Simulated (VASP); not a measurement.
# CrW3 (Pm-3m) in VASP: notebook

Runs on CrW3. Level: PBE. Tasks: single point, relaxation of cell and atoms.

All numbers are computed with VASP 6.6.1; they aren't measurements. Logs are shortened: lines on timing, memory, paths and dates and some standing lists are left out, and cuts for length are marked.

### 1 The cell of the first run

The structure is cubic, space group Pm-3m (No. 221). Conventional cell: a = 3.880 Å, b = 3.880 Å, c = 3.880 Å, α = 90.00°, β = 90.00°, γ = 90.00°. Within 3.6 Å of Cr (site symmetry m-3m) lie 12 W at 2.74 Å. Within 3.6 Å of W (site symmetry 4/mmm) lie 4 Cr at 2.74 Å and 8 W at 2.74 Å.

### 2 Single point, PBE, collinear spin, ferromagnetic start

The input, INCAR:

```
SYSTEM = CrW3
PREC     = Accurate       ! precision mode
ENCUT    = 520            ! plane-wave cutoff, eV
EDIFF    = 1E-6           ! SCF threshold, eV
ISMEAR   = 0              ! smearing method
SIGMA    = 0.1            ! smearing width, eV
LREAL    = .FALSE.        ! projectors in reciprocal space
LASPH    = .TRUE.         ! aspherical terms in the spheres
NELM     = 150            ! most SCF steps
ALGO     = Normal         ! electronic algorithm
ISIF     = 2              ! what is computed and relaxed
LWAVE    = .FALSE.        ! write WAVECAR
LCHARG   = .FALSE.        ! write CHGCAR
ISPIN    = 2              ! spin polarisation
MAGMOM   = 3 0 0 0        ! initial moments
LORBIT   = 11             ! projections on sites
LMAXMIX  = 4              ! l up to which the mixer works
GGA      = PE             ! functional
NBANDS   = 39             ! bands
```

The input, KPOINTS:

```
Automatic mesh
0
G
  6 6 6
  0 0 0
```

The input, POSCAR:

```
CrW3
1.0
    3.8800131563      0.0000000000      0.0000000000
    0.0000000000      3.8800131563      0.0000000000
    0.0000000000      0.0000000000      3.8800131563
Cr W
1 3
Direct
    0.0000000000      0.0000000000      0.0000000000
    0.0000000000      0.5000000000      0.5000000000
    0.5000000000      0.0000000000      0.5000000000
    0.5000000000      0.5000000000      0.0000000000
```

Potentials or basis: VASP PAW PBE potentials, release 64 (Cr_pv, W_sv).

Command:

```console
$ cat potpaw_PBE.64/Cr_pv/POTCAR potpaw_PBE.64/W_sv/POTCAR > POTCAR
$ mpirun -np 1 vasp_std > vasp.out
```

OUTCAR:

```text
SYSTEM = CrW3
   PREC = Accurate
   ENCUT = 520
   EDIFF = 1E-6
   ISMEAR = 0
   LREAL = .FALSE.
   LASPH = .TRUE.
   NELM = 150
   ISIF = 2
   ISPIN = 2
   LORBIT = 11
   GGA = PE

 ion  position               nearest neighbor table
   1  0.000  0.000  0.000-   2 2.74   3 2.74   4 2.74   2 2.74   3 2.74   2 2.74   4 2.74   2 2.74
                             3 2.74   4 2.74   3 2.74   4 2.74
   2  0.000  0.500  0.500-   1 2.74   3 2.74   4 2.74   1 2.74   4 2.74   1 2.74   3 2.74   1 2.74
                             3 2.74   4 2.74   4 2.74   3 2.74
   3  0.500  0.000  0.500-   1 2.74   2 2.74   4 2.74   1 2.74   4 2.74   2 2.74   4 2.74   4 2.74
                             1 2.74   2 2.74   1 2.74   2 2.74
   4  0.500  0.500  0.000-   1 2.74   2 2.74   3 2.74   2 2.74   3 2.74   1 2.74   3 2.74   3 2.74
                             1 2.74   2 2.74   2 2.74   1 2.74

  LATTYP: Found a simple cubic cell.
 ALAT       =     3.8800131563

  Lattice vectors:

 A1 = (   3.8800131563,   0.0000000000,   0.0000000000)
 A2 = (   0.0000000000,   3.8800131563,   0.0000000000)
 A3 = (   0.0000000000,   0.0000000000,   3.8800131563)

Analysis of symmetry for initial positions (statically):
=====================================================================
 Subroutine PRICEL returns:
 Original cell was already a primitive cell.

 Routine SETGRP: Setting up the symmetry group for a
 simple cubic supercell.

 Subroutine GETGRP returns: Found 48 space group operations
 (whereof 48 operations were pure point group operations)
 out of a pool of 48 trial point group operations.

The static configuration has the point symmetry O_h .

Analysis of symmetry for dynamics (positions and initial velocities):
=====================================================================
 Subroutine PRICEL returns:
 Original cell was already a primitive cell.

 Routine SETGRP: Setting up the symmetry group for a
 simple cubic supercell.

 Subroutine GETGRP returns: Found 48 space group operations
 (whereof 48 operations were pure point group operations)
 out of a pool of 48 trial point group operations.

The dynamic configuration has the point symmetry O_h .

Analysis of structural, dynamic, and magnetic symmetry:
=====================================================================
 Subroutine PRICEL returns:
 Original cell was already a primitive cell.

 Routine SETGRP: Setting up the symmetry group for a
 simple cubic supercell.

 Subroutine GETGRP returns: Found 48 space group operations
 (whereof 48 operations were pure point group operations)
 out of a pool of 48 trial point group operations.

The overall configuration has the point symmetry O_h .

 Subroutine INISYM returns: Found 48 space group operations
 (whereof 48 operations are pure point group operations),
 and found     1 'primitive' translations

----------------------------------------------------------------------------------------

                                     Primitive cell

  volume of cell :      58.4117

  direct lattice vectors                    reciprocal lattice vectors
     3.880013156  0.000000000  0.000000000     0.257731085  0.000000000  0.000000000
     0.000000000  3.880013156  0.000000000     0.000000000  0.257731085  0.000000000
     0.000000000  0.000000000  3.880013156     0.000000000  0.000000000  0.257731085

  length of vectors
     3.880013156  3.880013156  3.880013156     0.257731085  0.257731085  0.257731085

  position of ions in fractional coordinates (direct lattice)
     0.000000000  0.000000000  0.000000000
     0.000000000  0.500000000  0.500000000
     0.500000000  0.000000000  0.500000000
     0.500000000  0.500000000  0.000000000

  ion indices of the primitive-cell ions
   primitive index   ion index
                 1           1
                 2           2
                 3           3
                 4           4

----------------------------------------------------------------------------------------

 KPOINTS: Automatic mesh

Automatic generation of k-mesh.
 Grid dimensions read from file:
 generate k-points for:    6    6    6

 Generating k-lattice:

  Cartesian coordinates                     Fractional coordinates (reciprocal lattice)
     0.042955181  0.000000000  0.000000000     0.166666667  0.000000000  0.000000000
     0.000000000  0.042955181  0.000000000     0.000000000  0.166666667  0.000000000
     0.000000000  0.000000000  0.042955181     0.000000000  0.000000000  0.166666667

  Length of vectors
     0.042955181  0.042955181  0.042955181

  Shift w.r.t. Gamma in fractional coordinates (k-lattice)
     0.000000000  0.000000000  0.000000000

 Subroutine IBZKPT returns following result:
 ===========================================

 Found     20 irreducible k-points:

 Following reciprocal coordinates:
            Coordinates               Weight
  0.000000  0.000000  0.000000      1.000000
  0.166667  0.000000  0.000000      6.000000
  0.333333  0.000000  0.000000      6.000000
  0.500000  0.000000  0.000000      3.000000
  0.166667  0.166667  0.000000     12.000000
  0.333333  0.166667  0.000000     24.000000
[... 12 lines left out ...]
  0.500000  0.500000  0.333333      6.000000
  0.500000  0.500000  0.500000      1.000000
   k-points           NKPTS =     20   k-points in BZ     NKDIM =     20   number of bands    NBANDS=     39
   number of dos      NEDOS =    301   number of ions     NIONS =      4
   total plane-waves  NPLWV =  27000
   dimension x,y,z NGX =    30 NGY =   30 NGZ =   30
   dimension x,y,z NGXF=    60 NGYF=   60 NGZF=   60
   ions per type =               1   3
   NGX,Y,Z   is equivalent  to a cutoff of  12.85, 12.85, 12.85 a.u.
   NGXF,Y,Z  is equivalent  to a cutoff of  25.71, 25.71, 25.71 a.u.
 SYSTEM =  CrW3
   PREC   = accura    normal or accurate (medium, high low for compatibility)
   ISTART =      0    job   : 0-new  1-cont  2-samecut
   ICHARG =      2    charge: 1-file 2-atom 10-const
   ISPIN  =      2    spin polarized calculation?
   LNONCOLLINEAR =      F non collinear calculations
   LSORBIT =      F    spin-orbit coupling
   LASPH  =      T    aspherical Exc in radial PAW
   ENCUT  =  520.0 eV  38.22 Ry    6.18 a.u.   7.21  7.21  7.21*2*pi/ulx,y,z
   NELM   =    150;   NELMIN=  2; NELMDL= -5     # of ELM steps
   EDIFF  = 0.1E-05   stopping-criterion for ELM
   LREAL  =      F    real-space projection
   EDIFFG = 0.1E-04   stopping-criterion for IOM
   NSW    =      0    number of steps for IOM
   IBRION =     -1    ionic relax: 0-MD 1-quasi-New 2-CG
   NFREE  =      0    steps in history (QN), initial steepest desc. (CG)
   ISIF   =      2    stress and relaxation
   ISYM   =      2    0-nonsym 1-usesym 2-fastsym
   POTIM  = 0.5000    time-step for ionic-motion
   TEBEG  =    0.0;   TEEND  =   0.0 temperature during run
   PSTRESS=    0.0 pullay stress
   NELECT =      54.0000    total number of electrons
   NUPDOWN=      -1.0000    fix difference up-down
   EMIN   =  10.00;   EMAX   =-10.00  energy-range for DOS
   EFERMI =   0.00;   METHOD = LEGACY
   ISMEAR =     0;   SIGMA  =   0.10  broadening in eV -4-tet -1-fermi 0-gaus
   EFERMI_NEDOS =   21; number of points for ismear=-14 and -15
   IALGO  =     38    algorithm
   IMIX   =      4    mixing-type and parameters
     AMIX     =   0.40;   BMIX     =  1.00
     AMIX_MAG =   1.60;   BMIX_MAG =  1.00
  volume/ion in A,a.u.               =      14.60        98.55
  Fermi-wavevector in a.u.,A,eV,Ry     =   1.594800  3.013735 34.604880  2.543387
  Thomas-Fermi vector in A             =   2.692818
   LORBIT       =     11    0 simple, 1 ext, 2 COOP (PROOUT), +10 PAW based schemes
   GGA     = PE    functional components
   LHFCALC =     F    Hartree Fock is set to
   AEXX    =    0.0000 exact exchange contribution
   IVDW    =     0    specifies the selected vdW correction
   LEPSILON=     F    determine dielectric tensor
   LRPA    =     F    only Hartree local field effects (RPA)
 spin polarized calculation
 Gauss-broadening in eV      SIGMA  =   0.10
  energy-cutoff  :      520.00
  volume of cell :       58.41
 maximum number of plane-waves:      1596
 NGX is ok and might be reduce to    30
   NGX = 15   NGY = 15   NGZ = 15

 number of electron      54.0000002 magnetization       0.0378493

 Free energy of the ion-electron system (eV)
  ---------------------------------------------------
  ext. energy  EPLUGINS =         0.00000000
  ---------------------------------------------------
  free energy    TOTEN  =       -46.27148597 eV

  energy without entropy =      -46.24309447  energy(sigma->0) =      -46.25729022

 E-fermi :  11.0798     XC(G=0): -13.6949

 val. band max:       11.0790532888   @ k =   0.5000   0.5000   0.1667
 cond. band min:      11.1097235959   @ k =   0.5000   0.5000   0.1667
 fundamental gap:      0.0306703071
 Fermi energy:        11.0797874379

 spin component 1

 k-point     1 :       0.0000    0.0000    0.0000
  band No.  band energies     occupation
      1     -62.4554      1.00000
      2     -62.2792      1.00000
      3     -62.2792      1.00000
      4     -31.6297      1.00000
      5     -31.6297      1.00000
      6     -31.6297      1.00000
[... 31 lines left out ...]
     38      17.8509      0.00000
     39      17.8509      0.00000

 k-point     2 :       0.1667    0.0000    0.0000
  band No.  band energies     occupation
      1     -62.4450      1.00000
      2     -62.2897      1.00000
      3     -62.2792      1.00000
      4     -31.6280      1.00000
      5     -31.6280      1.00000
      6     -31.6276      1.00000
[... 745 lines left out ...]
     38      17.4472      0.00000
     39      17.4472      0.00000

 k-point    20 :       0.5000    0.5000    0.5000
  band No.  band energies     occupation
      1     -62.3371      1.00000
      2     -62.3371      1.00000
      3     -62.3371      1.00000
      4     -31.6417      1.00000
      5     -31.6417      1.00000
      6     -31.6417      1.00000
[... 31 lines left out ...]
     38      16.9994      0.00000
     39      16.9994      0.00000
 Fermi energy:        11.0797874379

 spin component 2

 k-point     1 :       0.0000    0.0000    0.0000
  band No.  band energies     occupation
      1     -62.4555      1.00000
      2     -62.2793      1.00000
      3     -62.2793      1.00000
      4     -31.5934      1.00000
      5     -31.5934      1.00000
      6     -31.5934      1.00000
[... 31 lines left out ...]
     38      17.8510      0.00000
     39      17.8510      0.00000

 k-point     2 :       0.1667    0.0000    0.0000
  band No.  band energies     occupation
      1     -62.4451      1.00000
      2     -62.2898      1.00000
      3     -62.2793      1.00000
      4     -31.5917      1.00000
      5     -31.5917      1.00000
      6     -31.5913      1.00000
[... 745 lines left out ...]
     38      17.4481      0.00000
     39      17.4481      0.00000

 k-point    20 :       0.5000    0.5000    0.5000
  band No.  band energies     occupation
      1     -62.3372      1.00000
      2     -62.3372      1.00000
      3     -62.3372      1.00000
      4     -31.6055      1.00000
      5     -31.6055      1.00000
      6     -31.6055      1.00000
[... 31 lines left out ...]
     38      16.9993      0.00000
     39      16.9993      0.00000

------------------------ aborting loop because EDIFF is reached ----------------------------------------

  FORCE on cell =-STRESS in cart. coord.  units (eV):
  Direction    XX          YY          ZZ          XY          YZ          ZX
  --------------------------------------------------------------------------------------
  -------------------------------------------------------------------------------------
  Total        6.0729563      6.0729563      6.0729563      0.0000000     -0.0000000     -0.0000000
  in kB      166.5755067    166.5755067    166.5755067      0.0000000     -0.0000000     -0.0000000
  external PRESSURE =     166.5755067 kB  Pullay stress =       0.0000000 kB

 VOLUME and BASIS-vectors are now :
 -----------------------------------------------------------------------------
  energy-cutoff  :      520.00
  volume of cell :       58.41
      direct lattice vectors                 reciprocal lattice vectors
     3.880013156  0.000000000  0.000000000     0.257731085  0.000000000  0.000000000
     0.000000000  3.880013156  0.000000000     0.000000000  0.257731085  0.000000000
     0.000000000  0.000000000  3.880013156     0.000000000  0.000000000  0.257731085

 POSITION                                       TOTAL-FORCE (eV/Angst)
 -----------------------------------------------------------------------------------
      0.00000      0.00000      0.00000         0.000000      0.000000      0.000000
      0.00000      1.94001      1.94001         0.000000      0.000000      0.000000
      1.94001      0.00000      1.94001         0.000000      0.000000      0.000000
      1.94001      1.94001      0.00000         0.000000      0.000000      0.000000
 -----------------------------------------------------------------------------------
    total drift:                                0.000000      0.000000     -0.000000

  FREE ENERGIE OF THE ION-ELECTRON SYSTEM (eV)
  ---------------------------------------------------
  free  energy   TOTEN  =       -46.2714859725 eV

  energy  without entropy=      -46.2430944734  energy(sigma->0) =      -46.25729022

 total charge

# of ion       s       p       d       tot
------------------------------------------
    1        0.401   6.375   4.188  10.964
    2        2.435   6.334   3.423  12.192
    3        2.435   6.334   3.423  12.192
    4        2.435   6.334   3.423  12.192
--------------------------------------------------
tot          7.706  25.379  14.457  47.541

 magnetization (x)

# of ion       s       p       d       tot
------------------------------------------
    1        0.000   0.001   0.035   0.036
    2       -0.000   0.000  -0.000  -0.000
    3       -0.000   0.000  -0.000  -0.000
    4       -0.000   0.000  -0.000  -0.000
--------------------------------------------------
tot         -0.000   0.001   0.034   0.035
```

It took 77 s on 1 thread of Oxide Virtual Turin-like, shared host; peak memory 0.19 GiB.

What came out:

```yaml
Free_energy: -46.2715 eV
Pressure: 16.7 GPa
Band_gap_on_the_k_mesh: zero (filled and empty bands overlap)
Net_moment: 0.04 μB per cell
Site_moments: Cr +0.04; W -0.00 μB
Valence_electrons_inside_the_program's_atomic_spheres: Cr 10.96; W 12.19
```

Caveat: the starting moments collapsed, and a magnetic state may lie lower; spin-orbit coupling is left out, which moves the levels of the heavy elements.

[end of part 1 of 2]
